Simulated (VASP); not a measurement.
# Sr2O (P6/mmm) in VASP: notebook

Runs on Sr2O. Level: PBE. Tasks: single point, relaxation of cell and atoms.

All numbers are computed with VASP 6.6.1; they aren't measurements. Logs are shortened: lines on timing, memory, paths and dates and some standing lists are left out, and cuts for length are marked.

### Step 1. The cell of the first run

The structure is hexagonal, space group P6/mmm (No. 191). Conventional cell: a = 4.684 Å, b = 4.684 Å, c = 4.471 Å, α = 90.00°, β = 90.00°, γ = 120.00°. Sr (site symmetry -6m2) has 3 Sr at 2.70 Å and 3 O at 2.70 Å within 3.6 Å. Within 3.6 Å of O (site symmetry 6/mmm) lie 6 Sr at 2.70 Å.

### Step 2. Single point, PBE, collinear spin, ferromagnetic start

Contents of INCAR:

```
PREC = Accurate
ENCUT = 520
EDIFF = 1E-6
ISMEAR = 0
SIGMA = 0.1
LREAL = F
LASPH = T
NELM = 150
ALGO = Normal
ISIF = 2
LWAVE = F
LCHARG = F
ISPIN = 2
MAGMOM = 0 0 1
LORBIT = 11
GGA = PE
NBANDS = 24
```

Contents of KPOINTS:

```
Automatic mesh
0
Gamma
  6 6 4
```

Contents of POSCAR:

```
Sr2O
1.0
    4.6836647800      0.0000000000      0.0000000000
   -2.3418323900      4.0561726800      0.0000000000
    0.0000000000      0.0000000000      4.4706777000
Sr O
2 1
Direct
    0.3333333300      0.6666666700      0.0000000000
    0.6666666700      0.3333333300      0.0000000000
    0.0000000000      0.0000000000      0.0000000000
```

Potentials or basis: VASP PAW PBE potentials, release 64 (Sr_sv, O).

Launch:

```
cat potpaw_PBE.64/Sr_sv/POTCAR potpaw_PBE.64/O/POTCAR > POTCAR
mpirun -np 1 vasp_std > vasp.out
```

OUTCAR:

```text
PREC = Accurate
   ENCUT = 520
   EDIFF = 1E-6
   ISMEAR = 0
   LREAL = F
   LASPH = T
   NELM = 150
   ISIF = 2
   ISPIN = 2
   LORBIT = 11
   GGA = PE

 ion  position               nearest neighbor table
   1  0.333  0.667  0.000-   2 2.70   3 2.70   2 2.70   3 2.70   3 2.70   2 2.70
   2  0.667  0.333  0.000-   1 2.70   3 2.70   1 2.70   3 2.70   3 2.70   1 2.70
   3  0.000  0.000  0.000-   1 2.70   2 2.70   1 2.70   2 2.70   2 2.70   1 2.70

  LATTYP: Found a hexagonal cell.
 ALAT       =     4.6836647800
 C/A-ratio  =     0.9545255500

  Lattice vectors:

 A1 = (   4.6836647800,   0.0000000000,   0.0000000000)
 A2 = (  -2.3418323900,   4.0561726800,   0.0000000000)
 A3 = (   0.0000000000,   0.0000000000,   4.4706777000)

Analysis of symmetry for initial positions (statically):
=====================================================================
 Subroutine PRICEL returns:
 Original cell was already a primitive cell.

 Routine SETGRP: Setting up the symmetry group for a
 hexagonal supercell.

 Subroutine GETGRP returns: Found 24 space group operations
 (whereof 24 operations were pure point group operations)
 out of a pool of 24 trial point group operations.

The static configuration has the point symmetry D_6h.

Analysis of symmetry for dynamics (positions and initial velocities):
=====================================================================
 Subroutine PRICEL returns:
 Original cell was already a primitive cell.

 Routine SETGRP: Setting up the symmetry group for a
 hexagonal supercell.

 Subroutine GETGRP returns: Found 24 space group operations
 (whereof 24 operations were pure point group operations)
 out of a pool of 24 trial point group operations.

The dynamic configuration has the point symmetry D_6h.

Analysis of structural, dynamic, and magnetic symmetry:
=====================================================================
 Subroutine PRICEL returns:
 Original cell was already a primitive cell.

 Routine SETGRP: Setting up the symmetry group for a
 hexagonal supercell.

 Subroutine GETGRP returns: Found 24 space group operations
 (whereof 24 operations were pure point group operations)
 out of a pool of 24 trial point group operations.

The overall configuration has the point symmetry D_6h.

 Subroutine INISYM returns: Found 24 space group operations
 (whereof 24 operations are pure point group operations),
 and found     1 'primitive' translations

----------------------------------------------------------------------------------------

                                     Primitive cell

  volume of cell :      84.9328

  direct lattice vectors                    reciprocal lattice vectors
     4.683664780  0.000000000  0.000000000     0.213508021  0.123268914  0.000000000
    -2.341832390  4.056172680  0.000000000     0.000000000  0.246537827  0.000000000
     0.000000000  0.000000000  4.470677700     0.000000000  0.000000000  0.223679734

  length of vectors
     4.683664780  4.683664778  4.470677700     0.246537827  0.246537827  0.223679734

  position of ions in fractional coordinates (direct lattice)
     0.333333330  0.666666670  0.000000000
     0.666666670  0.333333330  0.000000000
     0.000000000  0.000000000  0.000000000

  ion indices of the primitive-cell ions
   primitive index   ion index
                 1           1
                 2           2
                 3           3

----------------------------------------------------------------------------------------

 KPOINTS: Automatic mesh

Automatic generation of k-mesh.
 Grid dimensions read from file:
 generate k-points for:    6    6    4

 Generating k-lattice:

  Cartesian coordinates                     Fractional coordinates (reciprocal lattice)
     0.035584670  0.020544819  0.000000000     0.166666667 -0.000000000  0.000000000
     0.000000000  0.041089638  0.000000000     0.000000000  0.166666667  0.000000000
     0.000000000  0.000000000  0.055919934     0.000000000  0.000000000  0.250000000

  Length of vectors
     0.041089638  0.041089638  0.055919934

  Shift w.r.t. Gamma in fractional coordinates (k-lattice)
     0.000000000  0.000000000  0.000000000

 Subroutine IBZKPT returns following result:
 ===========================================

 Found     21 irreducible k-points:

 Following reciprocal coordinates:
            Coordinates               Weight
  0.000000  0.000000  0.000000      1.000000
  0.166667 -0.000000  0.000000      6.000000
  0.333333 -0.000000  0.000000      6.000000
  0.500000 -0.000000  0.000000      3.000000
  0.166667  0.166667  0.000000      6.000000
  0.333333  0.166667  0.000000     12.000000
[... 13 lines left out ...]
  0.333333  0.166667  0.500000     12.000000
  0.333333  0.333333  0.500000      2.000000
   k-points           NKPTS =     21   k-points in BZ     NKDIM =     21   number of bands    NBANDS=     24
   number of dos      NEDOS =    301   number of ions     NIONS =      3
   total plane-waves  NPLWV =  46656
   dimension x,y,z NGX =    36 NGY =   36 NGZ =   36
   dimension x,y,z NGXF=    72 NGYF=   72 NGZF=   72
   ions per type =               2   1
   NGX,Y,Z   is equivalent  to a cutoff of  12.78, 12.78, 13.39 a.u.
   NGXF,Y,Z  is equivalent  to a cutoff of  25.56, 25.56, 26.77 a.u.
 SYSTEM =  unknown system
   PREC   = accura    normal or accurate (medium, high low for compatibility)
   ISTART =      0    job   : 0-new  1-cont  2-samecut
   ICHARG =      2    charge: 1-file 2-atom 10-const
   ISPIN  =      2    spin polarized calculation?
   LNONCOLLINEAR =      F non collinear calculations
   LSORBIT =      F    spin-orbit coupling
   LASPH  =      T    aspherical Exc in radial PAW
   ENCUT  =  520.0 eV  38.22 Ry    6.18 a.u.   8.71  8.71  8.31*2*pi/ulx,y,z
   NELM   =    150;   NELMIN=  2; NELMDL= -5     # of ELM steps
   EDIFF  = 0.1E-05   stopping-criterion for ELM
   LREAL  =      F    real-space projection
   EDIFFG = 0.1E-04   stopping-criterion for IOM
   NSW    =      0    number of steps for IOM
   IBRION =     -1    ionic relax: 0-MD 1-quasi-New 2-CG
   NFREE  =      0    steps in history (QN), initial steepest desc. (CG)
   ISIF   =      2    stress and relaxation
   ISYM   =      2    0-nonsym 1-usesym 2-fastsym
   POTIM  = 0.5000    time-step for ionic-motion
   TEBEG  =    0.0;   TEEND  =   0.0 temperature during run
   PSTRESS=    0.0 pullay stress
   NELECT =      26.0000    total number of electrons
   NUPDOWN=      -1.0000    fix difference up-down
   EMIN   =  10.00;   EMAX   =-10.00  energy-range for DOS
   EFERMI =   0.00;   METHOD = LEGACY
   ISMEAR =     0;   SIGMA  =   0.10  broadening in eV -4-tet -1-fermi 0-gaus
   EFERMI_NEDOS =   21; number of points for ismear=-14 and -15
   IALGO  =     38    algorithm
   IMIX   =      4    mixing-type and parameters
     AMIX     =   0.40;   BMIX     =  1.00
     AMIX_MAG =   1.60;   BMIX_MAG =  1.00
  volume/ion in A,a.u.               =      28.31       191.05
  Fermi-wavevector in a.u.,A,eV,Ry     =   1.103335  2.085001 16.563028  1.217348
  Thomas-Fermi vector in A             =   2.239792
   LORBIT       =     11    0 simple, 1 ext, 2 COOP (PROOUT), +10 PAW based schemes
   GGA     = PE    functional components
   LHFCALC =     F    Hartree Fock is set to
   AEXX    =    0.0000 exact exchange contribution
   IVDW    =     0    specifies the selected vdW correction
   LEPSILON=     F    determine dielectric tensor
   LRPA    =     F    only Hartree local field effects (RPA)
 spin polarized calculation
 Gauss-broadening in eV      SIGMA  =   0.10
  energy-cutoff  :      520.00
  volume of cell :       84.93
 maximum number of plane-waves:      2303
 NGX is ok and might be reduce to    36
   NGX = 17   NGY = 17   NGZ = 17

 number of electron      25.9999998 magnetization       0.0001181

 number of electron      25.9999998 magnetization      -0.0000732

 Free energy of the ion-electron system (eV)
  ---------------------------------------------------
  ext. energy  EPLUGINS =         0.00000000
  ---------------------------------------------------
  free energy    TOTEN  =        -8.26707637 eV

  energy without entropy =       -8.25715465  energy(sigma->0) =       -8.26211551

 E-fermi :   3.0747     XC(G=0):  -8.4779

 val. band max:        3.0696466684   @ k =   0.5000  -0.0000   0.2500
 cond. band min:       3.1134634630   @ k =   0.5000  -0.0000   0.0000
 fundamental gap:      0.0438167946
 Fermi energy:         3.0747334649

 spin component 1

 k-point     1 :       0.0000    0.0000    0.0000
  band No.  band energies     occupation
      1     -34.9539      1.00000
      2     -33.8810      1.00000
      3     -17.9182      1.00000
      4     -17.9182      1.00000
      5     -16.6224      1.00000
      6     -15.7170      1.00000
[... 16 lines left out ...]
     23       7.9088      0.00000
     24      10.1021      0.00000
[... 516 lines left out ...]
      1     -34.4421      1.00000
      2     -34.4421      1.00000
      3     -18.5217      1.00000
      4     -16.6800      1.00000
      5     -16.6800      1.00000
      6     -16.2429      1.00000
[... 16 lines left out ...]
     23       9.7891      0.00000
     24       9.9924      0.00000
 Fermi energy:         3.0747334649

 spin component 2

 k-point     1 :       0.0000    0.0000    0.0000
  band No.  band energies     occupation
      1     -34.9539      1.00000
      2     -33.8809      1.00000
      3     -17.9182      1.00000
      4     -17.9182      1.00000
      5     -16.6225      1.00000
      6     -15.7170      1.00000
[... 16 lines left out ...]
     23       7.9088      0.00000
     24      10.1021      0.00000
[... 517 lines left out ...]
      2     -34.4421      1.00000
      3     -18.5217      1.00000
      4     -16.6800      1.00000
      5     -16.6800      1.00000
      6     -16.2429      1.00000
[... 16 lines left out ...]
     23       9.7894      0.00000
     24       9.9924      0.00000

------------------------ aborting loop because EDIFF is reached ----------------------------------------

  FORCE on cell =-STRESS in cart. coord.  units (eV):
  Direction    XX          YY          ZZ          XY          YZ          ZX
  --------------------------------------------------------------------------------------
  -------------------------------------------------------------------------------------
  Total        3.3670754      3.3670754     -2.0649131      0.0000000      0.0000000      0.0000000
  in kB       63.5166843     63.5166842    -38.9526276      0.0000000      0.0000000      0.0000000
  external PRESSURE =      29.3602470 kB  Pullay stress =       0.0000000 kB

 VOLUME and BASIS-vectors are now :
 -----------------------------------------------------------------------------
  energy-cutoff  :      520.00
  volume of cell :       84.93
      direct lattice vectors                 reciprocal lattice vectors
     4.683664780  0.000000000  0.000000000     0.213508021  0.123268914  0.000000000
    -2.341832390  4.056172680  0.000000000     0.000000000  0.246537827  0.000000000
     0.000000000  0.000000000  4.470677700     0.000000000  0.000000000  0.223679734

 POSITION                                       TOTAL-FORCE (eV/Angst)
 -----------------------------------------------------------------------------------
     -0.00000      2.70412      0.00000        -0.000000      0.000000     -0.000000
      2.34183      1.35206      0.00000         0.000000      0.000000      0.000000
      0.00000      0.00000      0.00000        -0.000000      0.000000     -0.000000
 -----------------------------------------------------------------------------------
    total drift:                                0.000000     -0.000000     -0.000000

  FREE ENERGIE OF THE ION-ELECTRON SYSTEM (eV)
  ---------------------------------------------------
  free  energy   TOTEN  =        -8.2670763709 eV

  energy  without entropy=       -8.2571546530  energy(sigma->0) =       -8.26211551

 total charge

# of ion       s       p       d       tot
------------------------------------------
    1        2.029   5.754   0.394   8.177
    2        2.029   5.754   0.394   8.177
    3        1.563   3.308   0.000   4.871
--------------------------------------------------
tot          5.621  14.816   0.788  21.225

 magnetization (x)

# of ion       s       p       d       tot
------------------------------------------
    1        0.000  -0.000   0.000   0.000
    2        0.000  -0.000   0.000   0.000
    3       -0.000  -0.000   0.000  -0.000
--------------------------------------------------
tot          0.000  -0.000   0.000   0.000
```

It took 40 s on 1 thread of Intel Xeon 6975P-C (Granite Rapids), shared host; peak memory 0.27 GiB.

Results:

```yaml
Free_energy: -8.2671 eV
Pressure: 2.9 GPa
Band_gap_on_the_k_mesh: zero (filled and empty bands overlap)
Net_moment: 0.00 μB per cell
Valence_electrons_inside_the_program's_atomic_spheres: Sr 8.18; O 4.87
```

[end of part 1 of 2]
